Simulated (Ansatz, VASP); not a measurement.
**HfC: VASP beside Ansatz**

INCAR

```
SYSTEM = HfC
ALGO = Normal ; EDIFF = 1E-6
ENCUT = 600 ; GGA = PS
GGA_COMPAT = .FALSE. ; ISIF = 2
ISMEAR = -1 ; LASPH = .TRUE.
LCHARG = .TRUE. ; LELF = .TRUE.
LREAL = .FALSE. ; LVHAR = .TRUE.
LWAVE = .FALSE. ; NBANDS = 22
NELM = 120 ; PREC = Accurate
SIGMA = 0.05
```

File KPOINTS:

```
k-points
0
G
  9 9 5
  0 0 0
```

The input POSCAR:

```
HfC
1.0
    3.4084290914      0.0000000000      0.0000000000
   -1.7042145456      2.9517861801      0.0000000000
    0.0000000000      0.0000000000      5.3047539058
Hf C
2 2
Direct
    0.3333333333      0.6666666667      0.2500000000
    0.6666666667      0.3333333333      0.7500000000
    0.0000000000      0.0000000000      0.5000000000
    0.0000000000      0.0000000000      0.0000000000
```

The input input.yaml:

```yaml
crystal:
  lattice:
    - [3.4084290914, 0.0, 0.0]
    - [-1.7042145456, 2.9517861801, 0.0]
    - [0.0, 0.0, 5.3047539058]
  atoms:
    - { symbol: Hf, position: [0.3333333333, 0.6666666667, 0.25] }
    - { symbol: Hf, position: [0.6666666667, 0.3333333333, 0.75] }
    - { symbol: C, position: [0.0, 0.0, 0.5] }
    - { symbol: C, position: [0.0, 0.0, 0.0] }
kpoints:
  mp_grid: { grid: [9, 9, 5] }
scf:
  occupations: { method: fermi_dirac, width: 0.05 }
hamiltonian:
  xc: pbesol
  pseudopotentials: { kind: all_electron, lapw: { basis_error: 0.001 } }
output:
  forces: true
  stress: true
  eigenvalues: true
```

Change from the starting cell: volume scaled by 1.06.

Alike in both runs: task single point; functional PBEsol; k mesh 9 × 9 × 5; occupations fermi-dirac, width 0.05 eV; no spin polarisation.

```csv
,VASP,Ansatz
version,VASP 6.6.1,Ansatz 0.2.0
potentials or method,"VASP PAW PBE potentials, release 64 (Hf_pv, C), cutoff 600 eV","all-electron LAPW, scalar-relativistic"
```

VASP gave:

* gap on the k mesh at the Fermi level (eV): none
* pressure (GPa): -19.3
* traceless stress, the component that is largest in VASP (GPa): 2.53

**Question.** What did Ansatz give for the same quantities?

**Answer.** gap on the k mesh at the Fermi level (eV): none; pressure (GPa): -18.5; traceless stress, the component that is largest in VASP (GPa): 2.50.

VASP's potentials were made for PBE, not for PBEsol. A gap of «none» marks a metal or a gap that the smearing closes. Ansatz ran all-electron here, and VASP with PAW potentials.

Spin-orbit coupling is off throughout.
